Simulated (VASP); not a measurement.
Write the native input for VASP 6.6.1 that does the following.

```
Task                   : single point
Functional             : PBE
Potentials or basis    : VASP PAW PBE potentials, release 64 (Ta_pv, N)
Cutoff                 : 520 eV
k mesh                 : 8 × 8 × 8
Occupations            : methfessel-paxton, width 0.1 eV
Spin                   : no spin polarisation
Dipole correction      : no
Further INCAR settings : ALGO = Normal; EDIFF = 1e-07; NBANDS = 15
```

The structure of TaN lies in POSCAR:

```
TaN
1.0
   -0.0377269114      2.1591393923      2.1771093421
    2.0470867716     -0.0117403672      2.1511227980
    2.0782147181      2.1642907779     -0.0428782970
Ta N
1 1
Direct
    0.4307400000      0.4978200000      0.5115900000
    0.0127400000      0.9279800000      0.0779100000
```

The input as run:

INCAR

```
PREC = Accurate
ENCUT = 520
EDIFF = 1E-7
ISMEAR = 1
SIGMA = 0.1
LREAL = False
LASPH = True
NELM = 80
ALGO = Normal
ISIF = 2
LWAVE = False
LCHARG = False
GGA = PE
NBANDS = 15
```

KPOINTS

```
Automatic mesh
0
Gamma
  8 8 8
```

Potentials or basis: VASP PAW PBE potentials, release 64 (Ta_pv, N).

Launch:

```console
$ cat potpaw_PBE.64/Ta_pv/POTCAR potpaw_PBE.64/N/POTCAR > POTCAR
$ mpirun -np 1 vasp_std > vasp.out
```

Results of the run:

```yaml
Pressure: 60.4 GPa
Largest_force: 5.234 eV/Å
Band_gap_on_the_k_mesh: zero (bands 8 and 9 overlap by 3.35 eV)
```

Caveat: the stress differs along the axes, from 24 to 97 GPa; spin-orbit coupling is left out, which moves the levels of the heavy elements; forces of over 1 eV/Å act on the atoms, so gaps and moduli don't describe the material at rest.

Run time: 89 s on 1 thread of Intel Xeon 8259CL, with other jobs on the host, peak memory 0.2 GiB.
